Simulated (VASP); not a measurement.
Write the native input for VASP 6.6.1 that does the following.

```
Task                   : single point
Functional             : r2SCAN
Potentials or basis    : VASP PAW PBE potentials, release 64 (Al)
Cutoff                 : 520 eV
k mesh                 : 35 × 35 × 35
Occupations            : methfessel-paxton, width 0.1 eV
Spin                   : no spin polarisation
Dipole correction      : no
Further INCAR settings : ALGO = Normal; EDIFF = 1e-06; NBANDS = 8
```

Al:

```xyz
1
Lattice="0.0000 1.9955 1.9955 1.9955 0.0000 1.9955 1.9955 1.9955 0.0000" Properties=species:S:1:pos:R:3 pbc="T T T"
Al    0.0000    0.0000    0.0000
```

These files were run (other wordings do the same):

POSCAR

```
Al
1.0
    0.0000000000      1.9955211260      1.9955211260
    1.9955211260      0.0000000000      1.9955211260
    1.9955211260      1.9955211260      0.0000000000
Al
1
Direct
    0.0000000000      0.0000000000      0.0000000000
```

INCAR.step1

```
SYSTEM = Al
PREC = Accurate
ENCUT = 520
ISMEAR = 1
SIGMA = 0.1
LREAL = .False.
LASPH = .True.
NELM = 80
NBANDS = 8
GGA = PE
ALGO = Normal
EDIFF = 1E-4
LWAVE = .True.
LCHARG = .False.
```

INCAR.step2

```
SYSTEM = Al
PREC = Accurate
ENCUT = 520
EDIFF = 1E-6
ISMEAR = 1
SIGMA = 0.1
LREAL = .False.
LASPH = .True.
NELM = 80
ALGO = Normal
ISIF = 2
LWAVE = .False.
LCHARG = .False.
METAGGA = R2SCAN
LMIXTAU = .True.
NBANDS = 8
ISTART = 1
```

KPOINTS

```
regular mesh
0
Gamma
  35 35 35
  0 0 0
```

Potentials or basis: VASP PAW PBE potentials, release 64 (Al).

Launch:

```sh
$ cat potpaw_PBE.64/Al/POTCAR > POTCAR
$ cp INCAR.step1 INCAR
$ mpirun -np 1 vasp_std > vasp.out
$ cp INCAR.step2 INCAR
$ mpirun -np 1 vasp_std > vasp.out
```

Results of the run:

```
Pressure               : -0.2 GPa
Band gap on the k mesh : zero (an odd number of electrons rules out a gap without spin polarisation)
```

Caveat: the PAW data sets were made with another functional, which shifts forces and pressure a little.

Run time: 6.1 min on 1 thread of AMD EPYC 9R45 96-Core Processor (Zen 5), with other jobs on the host, peak memory 0.21 GiB.
